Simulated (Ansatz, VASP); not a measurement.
## Two plane-wave programs on Li2O

```xyz
3
Lattice="2.2864 2.2864 0.0000 -2.2864 2.2864 0.0000 0.0000 2.2864 2.2864" Properties=species:S:1:pos:R:3 pbc="T T T"
Li   -1.1432    3.4297    1.1432
Li    1.1432    3.4297    1.1432
O     0.0000    0.0000    0.0000
```

Change from the starting cell: unstrained.

Alike in both runs: task single point; functional r2SCAN; k mesh 8 × 8 × 8; no spin polarisation.

|  | VASP | Ansatz |
| --- | --- | --- |
| version | VASP 6.6.1 | Ansatz 0.2.0 |
| potentials or method | VASP PAW PBE potentials, release 64 (Li_sv, O) | PAW with Ansatz's default frozen-core files, scalar-relativistic |
| plane-wave cutoff (eV) | 830 | 500 |
| occupations | gaussian, width 0.01 eV | fixed |
| valence electrons in the cell | 12 | 12 |

|  | VASP | Ansatz | Ansatz less VASP |
| --- | --- | --- | --- |
| gap on the k mesh at the Fermi level (eV) | 5.73 | 5.77 | +0.036 |
| pressure (GPa) | 0.2 | 0.0 | -0.23 |

VASP's potentials were made for PBE, not for r2SCAN.
